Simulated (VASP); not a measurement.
Write the native input for VASP 6.6.1 that does the following.

```
Task                   : single point
Functional             : r2SCAN
Potentials or basis    : VASP PAW PBE potentials, release 64 (Si)
Cutoff                 : 520 eV
k mesh                 : 12 × 12 × 6
Occupations            : gaussian, width 0.05 eV
Spin                   : no spin polarisation
Dipole correction      : no
Further INCAR settings : ALGO = Normal; EDIFF = 1e-06; NBANDS = 16
```

The system is Si.

```
CELL_PARAMETERS angstrom
3.83132 0.00000 0.00000
-1.91566 2.94474 0.00000
0.00000 0.00000 6.33262
ATOMIC_POSITIONS crystal
Si 0.33333 0.66667 0.06301
Si 0.66667 0.33333 0.56301
Si 0.33333 0.66667 0.43699
Si 0.66667 0.33333 0.93699
```

This cell differs from its parent crystal: strain -0.1125 x Voigt [0, 1, 0, 0, 0, 0].

These files were run (other wordings do the same):

POSCAR

```
Si
1.0
    3.8313174605      0.0000000000      0.0000000000
   -1.9156587303      2.9447411976      0.0000000000
    0.0000000000      0.0000000000      6.3326220002
Si
4
Direct
    0.3333333333      0.6666666667      0.0630095000
    0.6666666667      0.3333333333      0.5630095000
    0.3333333333      0.6666666667      0.4369905000
    0.6666666667      0.3333333333      0.9369905000
```

INCAR.step1

```
  ALGO = Normal
  EDIFF = 1E-4
  ENCUT = 520
  GGA = PE
  ISMEAR = 0
  LASPH = True
  LCHARG = False
  LREAL = False
  LWAVE = True
  NBANDS = 16
  NELM = 80
  PREC = Accurate
  SIGMA = 0.05
```

INCAR.step2

```
  ALGO = Normal
  EDIFF = 1E-6
  ENCUT = 520
  ISIF = 2
  ISMEAR = 0
  ISTART = 1
  LASPH = True
  LCHARG = True
  LELF = True
  LMIXTAU = True
  LREAL = False
  LVHAR = True
  LWAVE = False
  METAGGA = R2SCAN
  NBANDS = 16
  NELM = 80
  PREC = Accurate
  SIGMA = 0.05
```

KPOINTS

```
k-points
0
Gamma
  12 12 6
```

Potentials or basis: VASP PAW PBE potentials, release 64 (Si).

Launch:

```bash
$ cat potpaw_PBE.64/Si/POTCAR > POTCAR
$ cp INCAR.step1 INCAR
$ mpirun -np 1 vasp_std > vasp.out
$ cp INCAR.step2 INCAR
$ mpirun -np 1 vasp_std > vasp.out
```

It gave:

| Item | Value |
| --- | --- |
| Pressure | 16.3 GPa |
| Largest force | 2.290 eV/Å |
| Band gap on the k mesh | zero (bands 8 and 9 overlap by 0.56 eV) |

Caveat: the cell differs from its parent crystal (strain -0.1125 x Voigt [0, 1, 0, 0, 0, 0]); the stress differs along the axes, from 4 to 38 GPa; semilocal functionals underestimate gaps, and a narrow one can read as zero; the PAW data sets were made with another functional, which shifts forces and pressure a little.

It took 9 min on 1 thread of Intel(R) Xeon(R) 6975P-C (Granite Rapids), with other jobs on the host, peak memory 0.28 GiB.
